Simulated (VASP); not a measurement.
A run of VASP 6.6.1 is set up as follows.

INCAR

```
SYSTEM = Al
PREC = Accurate
ENCUT = 520
EDIFF = 1E-7
ISMEAR = 0
SIGMA = 0.15
LREAL = .FALSE.
LASPH = .TRUE.
NELM = 80
ALGO = Fast
ISIF = 2
LWAVE = .FALSE.
LCHARG = .FALSE.
GGA = PS
IVDW = 12
NBANDS = 10
```

The input KPOINTS:

```
Automatic mesh
0
G
  18 18 10
  0 0 0
```

Contents of POSCAR:

```
Al
1.0
    2.8827667353      0.0000000000      0.0000000000
   -1.4413833676      2.4965492260      0.0000000000
    0.0000000000      0.0000000000      4.6235075000
Al
2
Direct
    0.6666666667      0.3333333333      0.7500000000
    0.3333333333      0.6666666667      0.2500000000
```

Potentials or basis: VASP PAW PBE potentials, release 64 (Al).

Run with:

```sh
$ cat potpaw_PBE.64/Al/POTCAR > POTCAR
$ mpirun -np 1 vasp_std > vasp.out
```

Task: Estimate the dispersion energy per atom.

Result: -0.315 eV.

Task: Estimate the band gap on the k mesh.

Result: Zero (bands 3 and 4 overlap by 7.62 eV).

Stress tensor (GPa, compression positive):
```
-4.98  0.00  0.00
 0.00 -4.98  0.00
 0.00  0.00 -3.54
```

Caveat: the cell differs from its parent crystal (strain +0.025 along x and y, -0.050 along z); the cell stands under tension; the PAW data sets were made with another functional, which shifts forces and pressure a little.
